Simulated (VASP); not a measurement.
A run of VASP 6.6.1 is set up as follows.

Contents of INCAR:

```
PREC = Accurate ; ENCUT = 520
EDIFF = 1E-7 ; ISMEAR = -1
SIGMA = 0.05 ; LREAL = F
LASPH = T ; NELM = 80
ALGO = Normal ; ISIF = 2
LWAVE = F ; LCHARG = T
GGA = PS ; LELF = T
LVHAR = T ; NBANDS = 16
```

KPOINTS

```
regular mesh
0
Gamma
  11 11 6
```

File POSCAR:

```
Ir
1.0
    2.7148744186      0.0000000000      0.0000000000
   -1.3574372093      2.3511502146      0.0000000000
    0.0000000000      0.0000000000      4.4009042976
Ir
2
Direct
    0.3333333333      0.6666666667      0.2500000000
    0.6666666667      0.3333333333      0.7500000000
```

Potentials or basis: VASP PAW PBE potentials, release 64 (Ir).

Launch:

```console
$ cat potpaw_PBE.64/Ir/POTCAR > POTCAR
$ mpirun -np 1 vasp_std > vasp.out
```

(1) Predict the band gap on the k mesh.

(2) Estimate the pressure.

Results:

(1) zero (band 9 reaches 11.49 eV, above the bottom of band 10 at 8.17 eV).

(2) 3.1 GPa.

Caveat: the PAW data sets were made with another functional, which shifts forces and pressure a little; spin-orbit coupling is left out, which moves the levels of the heavy elements.
